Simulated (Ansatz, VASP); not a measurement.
**MgB5: VASP beside Ansatz**

The input INCAR:

```
SYSTEM = MgB5
ALGO = Normal
EDIFF = 1E-6
EDIFFG = -0.04
ENCUT = 600
GGA = PE
IBRION = 2
ISIF = 3
ISMEAR = 0
LASPH = .True.
LCHARG = .False.
LREAL = .False.
LWAVE = .False.
NELM = 60
NSW = 90
PREC = Accurate
SIGMA = 0.1
```

Contents of KPOINTS:

```
k-points
0
Gamma
  6 4 2
  0 0 0
```

File POSCAR:

```
MgB5
1.0
    2.9737415507      0.0000000000      0.0000000000
    0.9602987787      4.2183368180      0.0000000000
    0.8377182762      0.3572807018      7.8091933779
Mg B
2 10
Direct
    0.1249748334      0.0087492350      0.0174771043
    0.8568980780      0.5140575754      0.5303020906
    0.3163232503      0.2573684639      0.2878632629
    0.7411519574      0.8379306398      0.7907677264
    0.1021812618      0.6361389304      0.2444776975
    0.6777505597      0.2298990313      0.7766015990
    0.7579408589      0.5033988248      0.9356358689
    0.3588864282      0.0007150394      0.4581226291
    0.6580046746      0.4990391399      0.1475568791
    0.2380389381      0.9769873731      0.6696634881
    0.8914239810      0.9704313553      0.3352859173
    0.2764251784      0.5652843919      0.8062457368
```

Input for Ansatz:

```yaml
crystal:
  lattice:
    - [2.9737415507, 0.0, 0.0]
    - [0.9602987787, 4.218336818, 0.0]
    - [0.8377182762, 0.3572807018, 7.8091933779]
  atoms:
    - { symbol: Mg, position: [0.1249748334, 0.008749235, 0.0174771043] }
    - { symbol: Mg, position: [0.856898078, 0.5140575754, 0.5303020906] }
    - { symbol: B, position: [0.3163232503, 0.2573684639, 0.2878632629] }
    - { symbol: B, position: [0.7411519574, 0.8379306398, 0.7907677264] }
    - { symbol: B, position: [0.1021812618, 0.6361389304, 0.2444776975] }
    - { symbol: B, position: [0.6777505597, 0.2298990313, 0.776601599] }
    - { symbol: B, position: [0.7579408589, 0.5033988248, 0.9356358689] }
    - { symbol: B, position: [0.3588864282, 0.0007150394, 0.4581226291] }
    - { symbol: B, position: [0.6580046746, 0.4990391399, 0.1475568791] }
    - { symbol: B, position: [0.2380389381, 0.9769873731, 0.6696634881] }
    - { symbol: B, position: [0.891423981, 0.9704313553, 0.3352859173] }
    - { symbol: B, position: [0.2764251784, 0.5652843919, 0.8062457368] }
basis:
  ecutwfc: 420
kpoints:
  mp_grid: { grid: [6, 4, 2] }
hamiltonian:
  xc: pbe
scf:
  occupations: { method: gaussian, width: 0.1 }
  lower_state_search: "off"
output:
  forces: true
  stress: true
  eigenvalues: true
relax:
  adjacent_minimum: "off"
  f_tol: 0.04
  max_steps: 70
  cell: { stress_tol: 0.4 }
```

Change from the starting cell: the structure that the rattled cell fell into.

Alike in both runs: task relaxation of cell and atoms; functional PBE; k mesh 6 × 4 × 2; occupations gaussian, width 0.1 eV; no spin polarisation.

|  | VASP | Ansatz |
| --- | --- | --- |
| version | VASP 6.6.1 | Ansatz 0.2.0 |
| potentials or method | VASP PAW PBE potentials, release 64 (Mg, B), cutoff 600 eV | scalar-relativistic, plane waves, PAW |
| valence electrons in the cell | 34 | 50 |

Ansatz gave:

| Item | Value |
| --- | --- |
| gap on the k mesh at the Fermi level, each at its own relaxed structure (eV) | none |
| relaxed volume (Å³/atom) | 8.37 |
| relaxed length of the cell vector where the two differ most in proportion (Å) | 8.245 |

Question: What did VASP give for the same quantities?

Answer: gap on the k mesh at the Fermi level, each at its own relaxed structure (eV): none; relaxed volume (Å³/atom): 8.37; relaxed length of the cell vector where the two differ most in proportion (Å): 8.250.

A gap of «none» marks a metal or a gap that the smearing closes. VASP's potentials hold 34 valence electrons a cell and Ansatz's 50, so a difference there can come from the potentials and not from the codes.

The k mesh is coarse, so the values compare programs but aren't converged.
